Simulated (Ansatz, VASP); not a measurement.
# Ti: VASP beside Ansatz

```
CELL_PARAMETERS angstrom
-1.44658 1.44658 1.95057
1.44658 -1.44658 1.95057
1.44658 1.44658 -1.95057
ATOMIC_POSITIONS crystal
Ti 0.00000 0.00000 0.00000
```

Alike in both runs: task single point; functional PBE; k mesh 22 × 22 × 22; occupations gaussian, width 0.15 eV; no spin polarisation.

|  | VASP | Ansatz |
| --- | --- | --- |
| version | VASP 6.6.1 | Ansatz 0.2.0 |
| potentials or method | VASP PAW PBE potentials, release 64 (Ti_sv), cutoff 520 eV | scalar-relativistic, plane waves, PAW |
| valence electrons in the cell | 12 | 12 |

VASP gave:

- gap on the k mesh at the Fermi level (eV): none
- pressure (GPa): 4.4
- traceless stress, the component that is largest in VASP (GPa): 1.02

Q: Which values does Ansatz return?

A: gap on the k mesh at the Fermi level (eV): none; pressure (GPa): 7.5; traceless stress, the component that is largest in VASP (GPa): 1.07.

A gap of «none» marks a metal or a gap that the smearing closes.
